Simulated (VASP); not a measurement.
# Ru (P6_3/mmc) in VASP: further runs, part 2 of 2

VASP 6.6.1. Earlier steps stand in the parts before.

## (3) Relaxation of cell and atoms, PBE, target pressure 44 GPa, at which the enthalpy is minimised

This run uses another cell than the first one, of 12.66 Å³/atom, 1.025 times its volume.

INCAR

```
SYSTEM = Ru
PREC = Accurate
ENCUT = 500
EDIFF = 1E-7
ISMEAR = -1
SIGMA = 0.1
LREAL = .False.
LASPH = .True.
NELM = 120
ALGO = Normal
ISIF = 3
LWAVE = .False.
LCHARG = .False.
GGA = PE
IBRION = 2
NSW = 60
EDIFFG = -0.005
PSTRESS = 440.0
GGA_COMPAT = .False.
NELMIN = 4
```

KPOINTS

```
Automatic mesh
0
Gamma
  17 17 9
  0 0 0
```

POSCAR

```
Ru
1.0
    2.6231457423      0.0000000000      0.0000000000
   -1.3115728712      2.2717108506      0.0000000000
    0.0000000000      0.0000000000      4.2494961025
Ru
2
Direct
    0.3333333333      0.6666666667      0.2500000000
    0.6666666667      0.3333333333      0.7500000000
```

Potentials or basis: VASP PAW PBE potentials, release 64 (Ru_pv).

Started as:

```console
$ cat potpaw_PBE.64/Ru_pv/POTCAR > POTCAR
$ mpirun -np 1 vasp_std > vasp.out
```

OUTCAR:

```text
SYSTEM = Ru
   PREC = Accurate
   ENCUT = 500
   EDIFF = 1E-7
   ISMEAR = -1
   LREAL = .False.
   LASPH = .True.
   NELM = 120
   ISIF = 3
   GGA = PE
   IBRION = 2
   NSW = 60
   EDIFFG = -0.005
   PSTRESS = 440.0
   NELMIN = 4

 ion  position               nearest neighbor table
   1  0.333  0.667  0.250-   2 2.61   2 2.61   2 2.61   2 2.61   2 2.61   2 2.61
   2  0.667  0.333  0.750-   1 2.61   1 2.61   1 2.61   1 2.61   1 2.61   1 2.61

  LATTYP: Found a hexagonal cell.
 ALAT       =     2.6231457423
 C/A-ratio  =     1.6200000000

  Lattice vectors:

 A1 = (   2.6231457423,   0.0000000000,   0.0000000000)
 A2 = (  -1.3115728712,   2.2717108506,   0.0000000000)
 A3 = (   0.0000000000,   0.0000000000,   4.2494961025)

Analysis of symmetry for initial positions (statically):
=====================================================================
 Subroutine PRICEL returns:
 Original cell was already a primitive cell.

 Routine SETGRP: Setting up the symmetry group for a
 hexagonal supercell.

 Subroutine GETGRP returns: Found 24 space group operations
 (whereof 12 operations were pure point group operations)
 out of a pool of 24 trial point group operations.

The static configuration has the point symmetry D_3d.
 The point group associated with its full space group is D_6h.

Analysis of symmetry for dynamics (positions and initial velocities):
=====================================================================
 Subroutine PRICEL returns:
 Original cell was already a primitive cell.

 Routine SETGRP: Setting up the symmetry group for a
 hexagonal supercell.

 Subroutine GETGRP returns: Found 24 space group operations
 (whereof 12 operations were pure point group operations)
 out of a pool of 24 trial point group operations.

The dynamic configuration has the point symmetry D_3d.
 The point group associated with its full space group is D_6h.

 Subroutine INISYM returns: Found 24 space group operations
 (whereof 12 operations are pure point group operations),
 and found     1 'primitive' translations

----------------------------------------------------------------------------------------

                                     Primitive cell

  volume of cell :      25.3229

  direct lattice vectors                    reciprocal lattice vectors
     2.623145742  0.000000000  0.000000000     0.381221670  0.220098434  0.000000000
    -1.311572871  2.271710851  0.000000000     0.000000000  0.440196867  0.000000000
     0.000000000  0.000000000  4.249496103     0.000000000  0.000000000  0.235322018

  length of vectors
     2.623145742  2.623145742  4.249496103     0.440196867  0.440196867  0.235322018

  position of ions in fractional coordinates (direct lattice)
     0.333333333  0.666666667  0.250000000
     0.666666667  0.333333333  0.750000000

  ion indices of the primitive-cell ions
   primitive index   ion index
                 1           1
                 2           2

----------------------------------------------------------------------------------------

 KPOINTS: Automatic mesh

Automatic generation of k-mesh.
 Grid dimensions read from file:
 generate k-points for:   17   17    9
[... 53 lines left out ...]
   NGXF,Y,Z  is equivalent  to a cutoff of  25.35, 25.35, 25.04 a.u.
 SYSTEM =  Ru
   PREC   = accura    normal or accurate (medium, high low for compatibility)
   ISTART =      0    job   : 0-new  1-cont  2-samecut
   ICHARG =      2    charge: 1-file 2-atom 10-const
   ISPIN  =      1    spin polarized calculation?
   LNONCOLLINEAR =      F non collinear calculations
   LSORBIT =      F    spin-orbit coupling
   LASPH  =      T    aspherical Exc in radial PAW
   ENCUT  =  500.0 eV  36.75 Ry    6.06 a.u.   4.78  4.78  7.75*2*pi/ulx,y,z
   NELM   =    120;   NELMIN=  4; NELMDL= -5     # of ELM steps
   EDIFF  = 0.1E-06   stopping-criterion for ELM
   LREAL  =      F    real-space projection
   EDIFFG = -.5E-02   stopping-criterion for IOM
   NSW    =     60    number of steps for IOM
   IBRION =      2    ionic relax: 0-MD 1-quasi-New 2-CG
   NFREE  =      1    steps in history (QN), initial steepest desc. (CG)
   ISIF   =      3    stress and relaxation
   ISYM   =      2    0-nonsym 1-usesym 2-fastsym
   POTIM  = 0.5000    time-step for ionic-motion
   TEBEG  =    0.0;   TEEND  =   0.0 temperature during run
   PSTRESS=  440.0 pullay stress
   NELECT =      28.0000    total number of electrons
   NUPDOWN=      -1.0000    fix difference up-down
   EMIN   =  10.00;   EMAX   =-10.00  energy-range for DOS
   EFERMI =   0.00;   METHOD = LEGACY
   ISMEAR =    -1;   SIGMA  =   0.10  broadening in eV -4-tet -1-fermi 0-gaus
   EFERMI_NEDOS =   21; number of points for ismear=-14 and -15
   IALGO  =     38    algorithm
   IMIX   =      4    mixing-type and parameters
     AMIX     =   0.40;   BMIX     =  1.00
     AMIX_MAG =   1.60;   BMIX_MAG =  1.00
  volume/ion in A,a.u.               =      12.66        85.44
  Fermi-wavevector in a.u.,A,eV,Ry     =   1.692868  3.199057 38.991624  2.865804
  Thomas-Fermi vector in A             =   2.774377
   LORBIT       =      0    0 simple, 1 ext, 2 COOP (PROOUT), +10 PAW based schemes
   GGA     = PE    functional components
   LHFCALC =     F    Hartree Fock is set to
   AEXX    =    0.0000 exact exchange contribution
   IVDW    =     0    specifies the selected vdW correction
   LEPSILON=     F    determine dielectric tensor
   LRPA    =     F    only Hartree local field effects (RPA)
 conjugate gradient relaxation of ions
 non-spin polarized calculation
  energy-cutoff  :      500.00
  volume of cell :       25.32
 maximum number of plane-waves:       659
 NGX is ok and might be reduce to    20
   NGX =  9   NGY =  9   NGZ = 15

--------------------------------------- Ionic step        1  -------------------------------------------

 number of electron      27.9999995 magnetization

 Free energy of the ion-electron system (eV)
  ---------------------------------------------------
  ext. energy  EPLUGINS =         0.00000000
  ---------------------------------------------------
  free energy    TOTEN  =       -18.27004522 eV

  energy without entropy =      -18.21722001  energy(sigma->0) =      -18.24363262

------------------------ aborting loop because EDIFF is reached ----------------------------------------

  FORCE on cell =-STRESS in cart. coord.  units (eV):
  Direction    XX          YY          ZZ          XY          YZ          ZX
  --------------------------------------------------------------------------------------
  -------------------------------------------------------------------------------------
  Total        5.8276857      5.8276857      3.5857199     -0.0000000      0.0000000     -0.0000000
  in kB      368.7175393    368.7175393    226.8684169     -0.0000000      0.0000000     -0.0000000
  external PRESSURE =    -118.5655015 kB  Pullay stress =     440.0000000 kB
[... 97 lines left out ...]
  energy  without entropy=      -18.0749335227  energy(sigma->0) =      -18.10022999

  enthalpy is  TOTEN    =       -11.3509864386 eV   P V=        6.7745400182

[... ionic steps 4 to 8 ...]

--------------------------------------- Ionic step        9  -------------------------------------------

 number of electron      27.9999997 magnetization

------------------------ aborting loop because EDIFF is reached ----------------------------------------
[... 71 lines left out ...]
--------------------------------------- Ionic step       11  -------------------------------------------

 number of electron      27.9999998 magnetization

 Free energy of the ion-electron system (eV)
  ---------------------------------------------------
  ext. energy  EPLUGINS =         0.00000000
  ---------------------------------------------------
  free energy    TOTEN  =       -18.14384073 eV

  energy without entropy =      -18.09377239  energy(sigma->0) =      -18.11880656

 E-fermi :  14.6548     XC(G=0): -14.7123

 val. band max:       14.6504220184   @ k =   0.4118   0.0588   0.3333
 cond. band min:      14.6624818919   @ k =   0.4118   0.1176   0.4444
 fundamental gap:      0.0120598735
 Fermi energy:        14.6547862612

 k-point     1 :       0.0000    0.0000    0.0000
  band No.  band energies     occupation
      1     -29.4180      2.00000
      2     -28.1531      2.00000
      3     -28.1531      2.00000
      4     -27.9275      2.00000
      5     -27.9275      2.00000
      6     -27.8697      2.00000
[... 481 lines left out ...]
      5     -28.1228      2.00000
      6     -28.0681      2.00000
[... 10 lines left out ...]
     17      16.4992      0.00000
     18      24.5454      0.00000

 [... further k-points ...]

------------------------ aborting loop because EDIFF is reached ----------------------------------------

  FORCE on cell =-STRESS in cart. coord.  units (eV):
  Direction    XX          YY          ZZ          XY          YZ          ZX
  --------------------------------------------------------------------------------------
  -------------------------------------------------------------------------------------
  Total        6.7884802      6.7884802      6.7868370     -0.0000000     -0.0000000      0.0000000
  in kB      440.0425491    440.0425491    439.9360317     -0.0000000     -0.0000000      0.0000000
  external PRESSURE =       0.0070433 kB  Pullay stress =     440.0000000 kB
[... 21 lines left out ...]
  energy  without entropy=      -18.0937723907  energy(sigma->0) =      -18.11880656

  enthalpy is  TOTEN    =       -11.3560168946 eV   P V=        6.7878238367

 reached required accuracy - stopping structural energy minimisation
```

Run time: 5.3 min. Hardware: 1 thread of Intel Xeon 6975P-C (Granite Rapids), shared host; peak memory 0.18 GiB.

Results:

```yaml
Free_energy: -18.1438 eV
Relaxed_volume: 12.36 Å³/atom
Relaxed_cell: a = 2.622 Å, b = 2.622 Å, c = 4.152 Å, α = 90.00°, β = 90.00°, γ = 120.00°
Space_group_after_relaxing_to_0.05_Å: P6_3/mmc (No. 194)
Energy_change_on_relaxing_the_enthalpy_is_what_falls: +63.1 meV/atom
Ionic_steps: 11
Pressure_after_relaxing: 44.0 GPa
Band_gap_on_the_k_mesh: zero (band 14 reaches 16.46 eV, above the bottom of band 15 at 12.78 eV)
```

Step by step:
```
step  energy change (eV)  largest force (eV/Å)  pressure (GPa)  volume (Å³)
   1              0.0000                0.0000           32.14        25.32
   2              1.5039                0.0000          121.21        22.02
   3              0.1445                0.0000           44.89        24.67
   4              0.1560                0.0000           45.77        24.63
   5              0.0993                0.0000           41.73        24.84
   6              0.1249                0.0000           43.89        24.72
   7              0.1254                0.0000           43.93        24.72
   8              0.1299                0.0000           44.27        24.70
   9              0.1269                0.0000           44.03        24.71
  10              0.1257                0.0000           43.96        24.72
  11              0.1262                0.0000           44.00        24.72
```

Final structure:
```
Ru
1.0
     2.62174    0.00000    0.00000
    -1.31087    2.27049    0.00000
     0.00000    0.00000    4.15220
Ru
2
Direct
  0.33333 0.66667 0.25000
  0.66667 0.33333 0.75000
```

Caveat: the cell is relaxed towards a set pressure, so the enthalpy falls and the energy may rise.
